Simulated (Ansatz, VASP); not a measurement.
SiS3 in VASP and in Ansatz

```
Si S
1.0
     0.00000    3.14423    3.14423
     3.14423    0.00000    3.14423
     3.14423    3.14423    0.00000
Si S
1 3
Cartesian
  0.0000 0.0000 0.0000
  1.5721 1.5721 1.5721
  4.7163 4.7163 4.7163
  3.1442 3.1442 3.1442
```

Change from the starting cell: species swapped into the TaW3 type (Fm-3m, No. 225).

Alike in both runs: task relaxation of cell and atoms; functional PBE; k mesh 12 × 12 × 12; occupations gaussian, width 0.1 eV; no spin polarisation.

|  | VASP | Ansatz |
| --- | --- | --- |
| version | VASP 6.6.1 | Ansatz 0.2.0 |
| potentials or method | VASP PAW PBE potentials, release 64 (Si, S), cutoff 500 eV | scalar-relativistic, plane waves, PAW |
| valence electrons in the cell | 22 | 22 |

```csv
,VASP,Ansatz,Ansatz less VASP
"gap on the k mesh at the Fermi level, each at its own relaxed structure (eV)",none,none,-
relaxed volume (Å³/atom),15.45,15.49,+0.035
relaxed cell length with the largest relative difference (Å),4.438,4.442,+0.0034
```

A gap of «none» marks a metal or a gap that the smearing closes.
